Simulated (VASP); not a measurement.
## Ti: single point with PBEsol

Ti:

```xyz
2
Lattice="2.9500 0.0000 0.0000 -1.4750 2.5548 0.0000 0.0000 0.0000 4.6860" Properties=species:S:1:pos:R:3 pbc="T T T"
Ti    0.0000    2.1532    1.1715
Ti    1.4750    0.8516    3.5145
```

This cell differs from its parent crystal: atom 1 (Ti) moved by (+0.450, +0.000) A along y and z.

```json
{
 "Program": "VASP 6.6.1",
 "Task": "single point",
 "Functional": "PBEsol",
 "Potentials or basis": "VASP PAW PBE potentials, release 64 (Ti_sv)",
 "Cutoff": "520 eV",
 "k mesh": "18 × 18 × 10",
 "Occupations": "gaussian, width 0.15 eV",
 "Spin": "no spin polarisation"
}
```

```json
{
 "Pressure": "-6.9 GPa",
 "Largest force": "0.510 eV/Å",
 "Band gap on the k mesh": "zero (bands 12 and 13 overlap by 1.35 eV)"
}
```

Forces in eV/Å, atoms in the order of the input:
```
Ti   0.000 -0.510  0.000
Ti   0.000  0.510  0.000
```

Stress tensor (GPa, compression positive):
```
-12.23   0.00   0.00
  0.00  -3.09   0.00
  0.00   0.00  -5.47
```

Levels at points of the mesh, in eV from the Fermi level:
| k point | band 9 | band 10 | band 11 | band 12 | band 13 | band 14 | band 15 | band 16 |
| --- | --- | --- | --- | --- | --- | --- | --- | --- |
| (0.00, 0.00, 0.00) | -6.01 | -2.41 | 0.44 | 0.88 | 0.89 | 1.10 | 1.11 | 1.43 |
| (0.50, 0.00, 0.00) | -2.39 | -1.97 | -1.77 | -0.35 | 0.85 | 0.99 | 1.48 | 3.13 |
| (0.00, 0.50, 0.00) | -2.11 | -1.71 | -0.79 | -0.61 | -0.47 | 0.73 | 0.94 | 3.31 |
| (0.00, 0.00, 0.50) | -4.19 | -4.19 | 0.02 | 0.02 | 0.72 | 0.72 | 1.10 | 1.10 |
| (0.50, 0.00, 0.50) | -2.25 | -2.25 | -1.00 | -1.00 | 1.08 | 1.08 | 2.48 | 2.48 |
| (0.00, 0.50, 0.50) | -2.51 | -2.51 | -0.63 | -0.63 | 1.49 | 1.49 | 1.89 | 1.89 |

Wall time 12 min on 1 thread of AMD EPYC 9R45 96-Core Processor (Zen 5), with other jobs on the host, peak memory 0.37 GiB.

Caveat: the cell differs from its parent crystal (atom 1 (Ti) moved by (+0.450, +0.000) A along y and z); the stress differs along the axes, from -12 to -3 GPa; the PAW data sets were made with another functional, which shifts forces and pressure a little.
